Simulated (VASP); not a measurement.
**As2Se: relaxation of cell and atoms with PBEsol**

The system is As2Se.

```xyz
6
Lattice="-3.5294 3.5294 2.6536 3.5294 -3.5294 2.6536 3.5294 3.5294 -2.6536" Properties=species:S:1:pos:R:3 pbc="T T T"
As    0.0000    5.2941    0.6634
As    0.0000    1.7647    0.6634
As    1.7647    3.5294    1.9902
As   -1.7647    3.5294    1.9902
Se    0.0000    0.0000    2.6536
Se    3.5294    0.0000    1.3268
```

| Quantity | Value |
| --- | --- |
| Program | VASP 6.6.1 |
| Task | relaxation of cell and atoms |
| Functional | PBEsol |
| Potentials or basis | VASP PAW PBE potentials, release 64 (As, Se) |
| Cutoff | 600 eV |
| k mesh | 8 × 8 × 8 |
| Occupations | gaussian, width 0.1 eV |
| Spin | no spin polarisation |
| Dipole correction | no |
| Further INCAR settings | ALGO = Normal; EDIFF = 1e-06; IBRION = 2; EDIFFG = -0.005; NSW = 100; ISIF = 3 |

```
Relaxed volume                         : 21.05 Å³/atom
Relaxed cell                           : a = 5.566 Å, b = 5.566 Å, c = 5.566 Å, α = 102.79°, β = 102.79°, γ = 123.87°
Space group after relaxing (to 0.05 Å) : I4_1/amd (No. 141)
Energy gained by relaxing              : 10.5 meV/atom
Ionic steps                            : 9
Pressure after relaxing                : 0.0 GPa
Band gap on the k mesh                 : zero (band 16 reaches 5.43 eV, above the bottom of band 17 at 5.01 eV)
```

Step by step:
```
step  energy change (eV)  largest force (eV/Å)  pressure (GPa)  volume (Å³)
   1              0.0000                0.0000           -3.30       132.22
   2             -0.0444                0.0000            1.94       123.71
   3             -0.0619                0.0000           -0.03       126.55
   4             -0.0618                0.0000           -0.10       126.66
   5             -0.0625                0.0000           -0.08       126.56
   6             -0.0628                0.0000           -0.07       126.44
   7             -0.0628                0.0000           -0.06       126.41
   8             -0.0628                0.0000            0.06       126.23
   9             -0.0628                0.0000            0.00       126.32
```

Final structure:
```
As Se
1.0
    -3.47274    3.47274    2.61850
     3.47274   -3.47274    2.61850
     3.47274    3.47274   -2.61850
As Se
4 2
Cartesian
  0.0000 5.2091 0.6546
  0.0000 1.7364 0.6546
  1.7364 3.4727 1.9639
  -1.7364 3.4727 1.9639
  3.4727 3.4727 0.0000
  3.4727 0.0000 1.3092
```

Levels at points of the mesh, in eV from the Fermi level:
| k point | band 13 | band 14 | band 15 | band 16 | band 17 | band 18 | band 19 | band 20 |
| --- | --- | --- | --- | --- | --- | --- | --- | --- |
| (0.00, 0.00, 0.00) | -3.00 | -2.89 | -2.89 | -1.03 | 2.48 | 3.13 | 3.13 | 3.25 |
| (0.50, 0.00, 0.00) | -1.83 | -1.51 | -0.53 | -0.06 | 0.19 | 0.48 | 1.56 | 2.59 |
| (0.50, 0.50, 0.00) | -1.45 | -1.45 | -1.22 | -1.22 | -0.08 | -0.08 | 1.87 | 1.87 |
| (0.50, 0.50, 0.50) | -0.76 | -0.76 | -0.37 | -0.37 | 0.38 | 0.38 | 0.47 | 0.47 |

Wall time 13 min on 1 thread of Intel(R) Xeon(R) Platinum 8559C (Emerald Rapids), with other jobs on the host, peak memory 0.46 GiB.

Caveat: the PAW data sets were made with another functional, which shifts forces and pressure a little.
